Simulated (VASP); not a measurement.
A run of VASP 6.6.1 is set up as follows.

INCAR

```
SYSTEM = ScCu
PREC     = Accurate       ! precision mode
ENCUT    = 600            ! plane-wave cutoff, eV
EDIFF    = 1E-6           ! SCF threshold, eV
ISMEAR   = -1             ! smearing method
SIGMA    = 0.1            ! smearing width, eV
LREAL    = .False.        ! projectors in reciprocal space
LASPH    = .True.         ! aspherical terms in the spheres
NELM     = 100            ! most SCF steps
ALGO     = Normal         ! electronic algorithm
ISIF     = 3              ! what is computed and relaxed
LWAVE    = .False.        ! write WAVECAR
LCHARG   = .False.        ! write CHGCAR
GGA      = CA             ! functional
IBRION   = 2              ! ionic algorithm
NSW      = 80             ! ionic steps
EDIFFG   = -0.01          ! ionic threshold
```

Contents of KPOINTS:

```
Automatic mesh
0
Gamma
  8 8 8
  0 0 0
```

File POSCAR:

```
ScCu
1.0
    3.2560000000      0.0000000000      0.0000000000
    0.0000000000      3.2560000000      0.0000000000
    0.0000000000      0.0000000000      3.2560000000
Sc Cu
1 1
Direct
    0.5000000000      0.5000000000      0.5000000000
    0.0000000000      0.0000000000      0.0000000000
```

Potentials or basis: VASP PAW LDA potentials, release 64 (Sc_sv, Cu).

Run with:

```bash
$ cat potpaw_LDA.64/Sc_sv/POTCAR potpaw_LDA.64/Cu/POTCAR > POTCAR
$ mpirun -np 1 vasp_std > vasp.out
```

(1) What does it give for the relaxed volume?

(2) Predict the space group after relaxing (to 0.1 Å).

(3) Estimate the relaxed cell.

(4) Predict the band gap on the k mesh.

Answers

(1) 15.96 Å³/atom.

(2) Pm-3m (No. 221).

(3) a = 3.172 Å, b = 3.172 Å, c = 3.172 Å, α = 90.00°, β = 90.00°, γ = 90.00°.

(4) zero (bands 11 and 12 overlap by 2.14 eV).
